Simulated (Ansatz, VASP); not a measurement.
# Two plane-wave programs on LaH3

```
La H
1.0
     0.00000    2.75507    2.75507
     2.75507    0.00000    2.75507
     2.75507    2.75507    0.00000
La H
1 3
Cartesian
  0.0000 0.0000 0.0000
  2.7551 2.7551 2.7551
  4.1326 4.1326 4.1326
  1.3775 1.3775 1.3775
```

Alike in both runs: functional BLYP; dispersion D3(BJ); k mesh 7 × 7 × 7; occupations fermi-dirac, width 0.05 eV; no spin polarisation.

Ansatz relaxed the structure, and its values are those at the end. VASP's run is a single point on that final structure, the one shown.

```csv
,VASP,Ansatz
version,VASP 6.6.1,Ansatz 0.2.0
potentials or method,"VASP PAW PBE potentials, release 64 (La, H)","plane waves, PAW"
plane-wave cutoff (eV),500,420
valence electrons in the cell,14,14
```

```csv
,VASP,Ansatz,Ansatz less VASP
pressure (GPa),-0.4,0.0,+0.37
```

VASP's potentials were made for PBE, not for BLYP.

Neither program's run includes spin-orbit coupling.
